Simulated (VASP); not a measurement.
## AlN: single point with PBEsol

AlN:

```xyz
4
Lattice="3.3100 0.0000 0.0000 -1.6550 2.8666 0.0000 0.0000 0.0000 4.0197" Properties=species:S:1:pos:R:3 pbc="T T T"
Al    0.0000    1.9110    3.0148
Al    1.6550    0.9555    1.0049
N     0.0000    1.9110    1.0049
N     1.6550    0.9555    3.0148
```

This cell differs from its parent crystal: volume 9.535 Å^3 an atom, c/a of the conventional cell 1.2144.

| Quantity | Value |
| --- | --- |
| Program | VASP 6.6.1 |
| Task | single point |
| Functional | PBEsol |
| Potentials or basis | VASP PAW PBE potentials, release 64 (Al, N) |
| Cutoff | 520 eV |
| k mesh | 9 × 9 × 6 |
| Occupations | gaussian, width 0.05 eV |
| Spin | no spin polarisation |
| Dipole correction | no |
| Further INCAR settings | ALGO = Normal; EDIFF = 1e-06; NBANDS = 16 |

- Pressure: 5.1 GPa
- Band gap on the k mesh: 3.59 eV, direct

Stress tensor (GPa, compression positive):
```
2.77 0.00 0.00
0.00 2.77 0.00
0.00 0.00 9.90
```

Levels at points of the mesh, in eV from the valence-band top:
```
           k point  band 6  band 7  band 8  band 9  band 10  band 11
(0.00, 0.00, 0.00)   -1.45   -1.45    0.00    3.59     4.70     8.31
(0.00, 0.00, 0.50)   -2.46   -2.46   -2.46    5.94     5.94     8.40
```

Run time: 23 s on 1 thread of Intel(R) Xeon(R) Platinum 8259CL CPU @ 2.50GHz (Skylake/Cascade Lake), with other jobs on the host, peak memory 0.16 GiB.

Caveat: the PAW data sets were made with another functional, which shifts forces and pressure a little. A k mesh can miss the band edges.
